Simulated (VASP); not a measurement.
# Al2Ru (I4/mmm) in VASP: further runs, part 2 of 3

VASP 6.6.1.

## (3) Single point, PBEsol

Contents of INCAR:

```
SYSTEM = Al2Ru
ALGO = Fast ; EDIFF = 1E-6
ENCUT = 520 ; GGA = PS
ISIF = 2 ; ISMEAR = 1
LASPH = .TRUE. ; LCHARG = .FALSE.
LREAL = .FALSE. ; LWAVE = .FALSE.
NBANDS = 17 ; NELM = 80
PREC = Accurate ; SIGMA = 0.05
```

Contents of KPOINTS:

```
k-points
0
G
  18 18 18
  0 0 0
```

Contents of POSCAR:

```
Al2Ru
1.0
   -1.5604216200      1.5604216200      4.2218055900
    1.5604216200     -1.5604216200      4.2218055900
    1.5604216200      1.5604216200     -4.2218055900
Al Ru
2 1
Direct
    0.6592021900      0.6592021900      0.0000000000
    0.3407978100      0.3407978100      0.0000000000
    0.0000000000      0.0000000000      0.0000000000
```

Potentials or basis: VASP PAW PBE potentials, release 64 (Al, Ru_pv).

Started as:

```
$ cat potpaw_PBE.64/Al/POTCAR potpaw_PBE.64/Ru_pv/POTCAR > POTCAR
$ mpirun -np 1 vasp_std > vasp.out
```

OUTCAR:

```text
SYSTEM = Al2Ru
   EDIFF = 1E-6
   ENCUT = 520
   GGA = PS
   ISIF = 2
   ISMEAR = 1
   LASPH = .TRUE.
   LREAL = .FALSE.
   NELM = 80
   PREC = Accurate

 ion  position               nearest neighbor table
   1  0.659  0.659  0.000-   3 2.58   3 2.58   3 2.58   3 2.58   2 2.69   2 2.69   2 2.69   2 2.69
                             2 2.69   3 2.88
   2  0.341  0.341  0.000-   3 2.58   3 2.58   3 2.58   3 2.58   1 2.69   1 2.69   1 2.69   1 2.69
                             1 2.69   3 2.88
   3  0.000  0.000  0.000-   1 2.58   1 2.58   1 2.58   2 2.58   1 2.58   2 2.58   2 2.58   2 2.58
                             1 2.88   2 2.88

  LATTYP: Found a body centered tetragonal cell.
 ALAT       =     3.1208432400
 C/A-ratio  =     2.7055544065

  Lattice vectors:

 A1 = (  -1.5604216200,   1.5604216200,   4.2218055900)
 A2 = (   1.5604216200,  -1.5604216200,   4.2218055900)
 A3 = (   1.5604216200,   1.5604216200,  -4.2218055900)

Analysis of symmetry for initial positions (statically):
=====================================================================
 Subroutine PRICEL returns:
 Original cell was already a primitive cell.

 Routine SETGRP: Setting up the symmetry group for a
 body centered tetragonal supercell.

 Subroutine GETGRP returns: Found 16 space group operations
 (whereof 16 operations were pure point group operations)
 out of a pool of 16 trial point group operations.

The static configuration has the point symmetry D_4h.

Analysis of symmetry for dynamics (positions and initial velocities):
=====================================================================
 Subroutine PRICEL returns:
 Original cell was already a primitive cell.

 Routine SETGRP: Setting up the symmetry group for a
 body centered tetragonal supercell.

 Subroutine GETGRP returns: Found 16 space group operations
 (whereof 16 operations were pure point group operations)
 out of a pool of 16 trial point group operations.

The dynamic configuration has the point symmetry D_4h.

 Subroutine INISYM returns: Found 16 space group operations
 (whereof 16 operations are pure point group operations),
 and found     1 'primitive' translations

----------------------------------------------------------------------------------------

                                     Primitive cell

  volume of cell :      41.1190

  direct lattice vectors                    reciprocal lattice vectors
    -1.560421620  1.560421620  4.221805590     0.000000000  0.320426219  0.118432739
     1.560421620 -1.560421620  4.221805590     0.320426219  0.000000000  0.118432739
     1.560421620  1.560421620 -4.221805590     0.320426219  0.320426219  0.000000000

  length of vectors
     4.763766756  4.763766756  4.763766756     0.341612757  0.341612757  0.453151105

  position of ions in fractional coordinates (direct lattice)
     0.659202190  0.659202190  0.000000000
     0.340797810  0.340797810  0.000000000
     0.000000000  0.000000000  0.000000000

  ion indices of the primitive-cell ions
   primitive index   ion index
                 1           1
                 2           2
                 3           3

[... 27 lines left out ...]
            Coordinates               Weight
  0.000000  0.000000  0.000000      1.000000
  0.055556  0.000000 -0.000000      8.000000
  0.111111  0.000000 -0.000000      8.000000
  0.166667  0.000000 -0.000000      8.000000
  0.222222  0.000000 -0.000000      8.000000
  0.277778  0.000000 -0.000000      8.000000
[... 16 lines left out ...]
 -0.277778  0.055556  0.000000     16.000000
 -0.222222  0.055556  0.000000     16.000000
 [... further k-points ...]
   k-points           NKPTS =    480   k-points in BZ     NKDIM =    480   number of bands    NBANDS=     17
   number of dos      NEDOS =    301   number of ions     NIONS =      3
   total plane-waves  NPLWV =  46656
   dimension x,y,z NGX =    36 NGY =   36 NGZ =   36
   dimension x,y,z NGXF=    72 NGYF=   72 NGZF=   72
   ions per type =               2   1
   NGX,Y,Z   is equivalent  to a cutoff of  12.56, 12.56, 12.56 a.u.
   NGXF,Y,Z  is equivalent  to a cutoff of  25.13, 25.13, 25.13 a.u.
 SYSTEM =  Al2Ru
   PREC   = accura    normal or accurate (medium, high low for compatibility)
   ISTART =      0    job   : 0-new  1-cont  2-samecut
   ICHARG =      2    charge: 1-file 2-atom 10-const
   ISPIN  =      1    spin polarized calculation?
   LNONCOLLINEAR =      F non collinear calculations
   LSORBIT =      F    spin-orbit coupling
   LASPH  =      T    aspherical Exc in radial PAW
   ENCUT  =  520.0 eV  38.22 Ry    6.18 a.u.   8.86  8.86  8.86*2*pi/ulx,y,z
   NELM   =     80;   NELMIN=  2; NELMDL= -5     # of ELM steps
   EDIFF  = 0.1E-05   stopping-criterion for ELM
   LREAL  =      F    real-space projection
   EDIFFG = 0.1E-04   stopping-criterion for IOM
   NSW    =      0    number of steps for IOM
   IBRION =     -1    ionic relax: 0-MD 1-quasi-New 2-CG
   NFREE  =      0    steps in history (QN), initial steepest desc. (CG)
   ISIF   =      2    stress and relaxation
   ISYM   =      2    0-nonsym 1-usesym 2-fastsym
   POTIM  = 0.5000    time-step for ionic-motion
   TEBEG  =    0.0;   TEEND  =   0.0 temperature during run
   PSTRESS=    0.0 pullay stress
   NELECT =      20.0000    total number of electrons
   NUPDOWN=      -1.0000    fix difference up-down
   EMIN   =  10.00;   EMAX   =-10.00  energy-range for DOS
   EFERMI =   0.00;   METHOD = LEGACY
   ISMEAR =     1;   SIGMA  =   0.05  broadening in eV -4-tet -1-fermi 0-gaus
   EFERMI_NEDOS =   21; number of points for ismear=-14 and -15
   IALGO  =     68    algorithm
   IMIX   =      4    mixing-type and parameters
     AMIX     =   0.40;   BMIX     =  1.00
     AMIX_MAG =   1.60;   BMIX_MAG =  1.00
  volume/ion in A,a.u.               =      13.71        92.49
  Fermi-wavevector in a.u.,A,eV,Ry     =   1.287471  2.432967 22.552766  1.657582
  Thomas-Fermi vector in A             =   2.419483
   LORBIT       =      0    0 simple, 1 ext, 2 COOP (PROOUT), +10 PAW based schemes
   GGA     = PS    functional components
   LHFCALC =     F    Hartree Fock is set to
   AEXX    =    0.0000 exact exchange contribution
   IVDW    =     0    specifies the selected vdW correction
   LEPSILON=     F    determine dielectric tensor
   LRPA    =     F    only Hartree local field effects (RPA)
 non-spin polarized calculation
 RMM-DIIS sequential band-by-band and
 Methfessel and Paxton  Order N= 1 SIGMA  =   0.05
  energy-cutoff  :      520.00
  volume of cell :       41.12
 maximum number of plane-waves:      1126
   NGX = 17   NGY = 17   NGZ = 17

 number of electron      19.9999999 magnetization

 Free energy of the ion-electron system (eV)
  ---------------------------------------------------
  ext. energy  EPLUGINS =         0.00000000
  ---------------------------------------------------
  free energy    TOTEN  =       -20.32855592 eV

  energy without entropy =      -20.32854763  energy(sigma->0) =      -20.32855316

 E-fermi :  10.5484     XC(G=0): -12.0216

 val. band max:       10.5285344441   @ k =  -0.2778   0.2222   0.0000
 cond. band min:      10.5495877909   @ k =  -0.2778   0.2778   0.0000
 fundamental gap:      0.0210533468
 Fermi energy:        10.5484161895

 k-point     1 :       0.0000    0.0000    0.0000
  band No.  band energies     occupation
      1     -32.0584      2.00000
      2     -32.0584      2.00000
      3     -31.9744      2.00000
      4      -0.3992      2.00000
      5       5.0888      2.00000
      6       6.6878      2.00000
[... 457 lines left out ...]
      4       0.5097      2.00000
      5       5.5721      2.00000
      6       6.7474      2.00000
[... 9 lines left out ...]
     16      18.7431      0.00000
     17      21.4779      0.00000

 [... further k-points ...]

------------------------ aborting loop because EDIFF is reached ----------------------------------------

  FORCE on cell =-STRESS in cart. coord.  units (eV):
  Direction    XX          YY          ZZ          XY          YZ          ZX
  --------------------------------------------------------------------------------------
  -------------------------------------------------------------------------------------
  Total       -0.0428079     -0.0428079     -0.1869393      0.0000000     -0.0000000      0.0000000
  in kB       -1.6679878     -1.6679878     -7.2839837      0.0000000     -0.0000000      0.0000000
  external PRESSURE =      -3.5399864 kB  Pullay stress =       0.0000000 kB

 VOLUME and BASIS-vectors are now :
 -----------------------------------------------------------------------------
  energy-cutoff  :      520.00
  volume of cell :       41.12
      direct lattice vectors                 reciprocal lattice vectors
    -1.560421620  1.560421620  4.221805590     0.000000000  0.320426219  0.118432739
     1.560421620 -1.560421620  4.221805590     0.320426219  0.000000000  0.118432739
     1.560421620  1.560421620 -4.221805590     0.320426219  0.320426219  0.000000000

 POSITION                                       TOTAL-FORCE (eV/Angst)
 -----------------------------------------------------------------------------------
      0.00000      0.00000      5.56605        -0.000000     -0.000000     -0.041047
      0.00000      0.00000      2.87756         0.000000      0.000000      0.041047
      0.00000      0.00000      0.00000        -0.000000     -0.000000      0.000000
 -----------------------------------------------------------------------------------
    total drift:                                0.000000     -0.000000      0.000000

  FREE ENERGIE OF THE ION-ELECTRON SYSTEM (eV)
  ---------------------------------------------------
  free  energy   TOTEN  =       -20.3285559186 eV

  energy  without entropy=      -20.3285476301  energy(sigma->0) =      -20.32855316
```

OSZICAR:

```text
N       E                     dE             d eps       ncg     rms          rms(c)
DAV:   1     0.115745747519E+03    0.11575E+03   -0.10576E+04 16880   0.109E+03
DAV:   2    -0.189134773703E+02   -0.13466E+03   -0.13071E+03 18791   0.282E+02
DAV:   3    -0.212990955896E+02   -0.23856E+01   -0.23730E+01 20301   0.382E+01
DAV:   4    -0.213196782530E+02   -0.20583E-01   -0.20570E-01 19583   0.362E+00
DAV:   5    -0.213201347377E+02   -0.45648E-03   -0.45646E-03 21179   0.492E-01    0.137E+01
RMM:   6    -0.207022876698E+02    0.61785E+00   -0.41816E+00 16472   0.150E+01    0.361E+00
RMM:   7    -0.203872086332E+02    0.31508E+00   -0.58360E-01 16456   0.579E+00    0.272E+00
RMM:   8    -0.203326011376E+02    0.54607E-01   -0.78271E-02 17663   0.224E+00    0.558E-01
RMM:   9    -0.203287059087E+02    0.38952E-02   -0.71399E-03 18518   0.584E-01    0.215E-01
RMM:  10    -0.203285428490E+02    0.16306E-03   -0.98967E-04 20836   0.249E-01    0.778E-02
RMM:  11    -0.203285524275E+02   -0.95785E-05   -0.28037E-04 21325   0.111E-01    0.664E-02
RMM:  12    -0.203285636972E+02   -0.11270E-04   -0.78015E-05 20554   0.762E-02    0.555E-02
RMM:  13    -0.203285547811E+02    0.89162E-05   -0.36772E-05 20709   0.475E-02    0.185E-02
RMM:  14    -0.203285559580E+02   -0.11769E-05   -0.12649E-05 20969   0.186E-02    0.216E-02
RMM:  15    -0.203285559186E+02    0.39364E-07   -0.76626E-07 13635   0.618E-03
   1 F= -.20328556E+02 E0= -.20328553E+02  d E =-.828852E-05
```

It took 13 min on 1 thread of Intel Xeon 8259CL, shared host; peak memory 0.46 GiB.

Results:

```yaml
Free_energy: -20.3286 eV
Pressure: -0.4 GPa
Largest_force: 0.041 eV/Å
Band_gap_on_the_k_mesh: zero (bands 10 and 11 overlap by 0.18 eV)
```

Forces on the atoms (eV/Å):
```
Al   0.000  0.000 -0.041
Al   0.000  0.000  0.041
Ru   0.000  0.000  0.000
```

Caveat: the PAW data sets were made with another functional, which shifts forces and pressure a little.

## (4) Single point, PBEsol

Contents of INCAR:

```
SYSTEM = Al2Ru
ALGO = Fast
EDIFF = 1E-7
ENCUT = 520
GGA = PS
ISIF = 2
ISMEAR = 1
LASPH = .True.
LCHARG = .False.
LREAL = .False.
LWAVE = .False.
NBANDS = 17
NELM = 80
PREC = Accurate
SIGMA = 0.5
```

Contents of KPOINTS:

```
k-points
0
Gamma
  18 18 18
  0 0 0
```

POSCAR is that of step 3.

Started as:

```
$ cat potpaw_PBE.64/Al/POTCAR potpaw_PBE.64/Ru_pv/POTCAR > POTCAR
$ mpirun -np 1 vasp_std > vasp.out
```

It took 13 min on 1 thread of Intel Xeon 8259CL, shared host; peak memory 0.47 GiB.

It converged, with:

- Free energy: -20.3170 eV
- Pressure: -0.4 GPa
- Largest force: 0.056 eV/Å
- Band gap on the k mesh: zero (bands 10 and 11 overlap by 0.16 eV)

Forces on the atoms (eV/Å):
```
Al   0.000  0.000 -0.056
Al   0.000  0.000  0.056
Ru   0.000  0.000  0.000
```

Stress tensor (GPa, compression positive):
```
-0.18  0.00  0.00
 0.00 -0.18  0.00
 0.00  0.00 -0.92
```

Levels at points of the mesh, in eV from the Fermi level:
```csv
k point,band 6,band 7,band 8,band 9,band 10,band 11,band 12,band 13,band 14,band 15
"(0.00, 0.00, 0.00)",-3.76,-1.92,-1.92,-1.92,-0.89,2.46,4.72,6.18,6.18,6.29
"(0.50, 0.00, 0.00)",-4.55,-2.87,-2.68,-2.48,-1.36,0.65,3.11,5.16,7.05,8.54
"(0.50, 0.50, 0.00)",-3.42,-3.36,-3.03,-1.22,-0.28,0.35,1.90,2.07,4.84,5.45
"(0.50, 0.50, 0.50)",-3.92,-2.56,-1.49,-1.49,-0.86,3.21,3.21,6.35,6.52,8.57
```

Caveat: the PAW data sets were made with another functional, which shifts forces and pressure a little.

## (5) Single point, PBEsol

Contents of INCAR:

```
SYSTEM = Al2Ru
ALGO = Fast
EDIFF = 1E-6
ENCUT = 520
GGA = PS
ISIF = 2
ISMEAR = -5
LASPH = .TRUE.
LCHARG = .FALSE.
LREAL = .FALSE.
LWAVE = .FALSE.
NBANDS = 17
NELM = 60
PREC = Accurate
SIGMA = 0.1
```

Contents of KPOINTS:

```
k-points
0
G
  18 18 18
  0 0 0
```

POSCAR is that of step 4.

Started as:

```
$ cat potpaw_PBE.64/Al/POTCAR potpaw_PBE.64/Ru_pv/POTCAR > POTCAR
$ mpirun -np 1 vasp_std > vasp.out
```

It took 14 min on 1 thread of Intel Xeon 8259CL, shared host; peak memory 0.48 GiB.

It converged, with:

```yaml
Free_energy: -20.3286 eV
Pressure: -0.4 GPa
Largest_force: 0.038 eV/Å
Band_gap_on_the_k_mesh: zero (bands 10 and 11 overlap by 0.18 eV)
```

Forces on the atoms (eV/Å):
```
Al   0.000  0.000 -0.038
Al   0.000  0.000  0.038
Ru   0.000  0.000  0.000
```

Stress tensor (GPa, compression positive):
```
-0.18  0.00  0.00
 0.00 -0.18  0.00
 0.00  0.00 -0.71
```

Levels at points of the mesh, in eV from the Fermi level:
| k point | band 8 | band 9 | band 10 | band 11 | band 12 | band 13 |
| --- | --- | --- | --- | --- | --- | --- |
| (0.00, 0.00, 0.00) | -2.02 | -2.01 | -0.99 | 2.36 | 4.63 | 6.09 |
| (0.50, 0.00, 0.00) | -2.78 | -2.59 | -1.46 | 0.54 | 3.01 | 5.07 |
| (0.50, 0.50, 0.00) | -3.12 | -1.31 | -0.38 | 0.24 | 1.80 | 1.97 |
| (0.50, 0.50, 0.50) | -1.59 | -1.59 | -0.97 | 3.12 | 3.12 | 6.26 |

Caveat: the PAW data sets were made with another functional, which shifts forces and pressure a little; tetrahedron occupations give inexact forces and stress in metals.

(Continued in part 3 of 3.)

The gap in the log of VASP goes by the Fermi energy; the results here count the filled bands.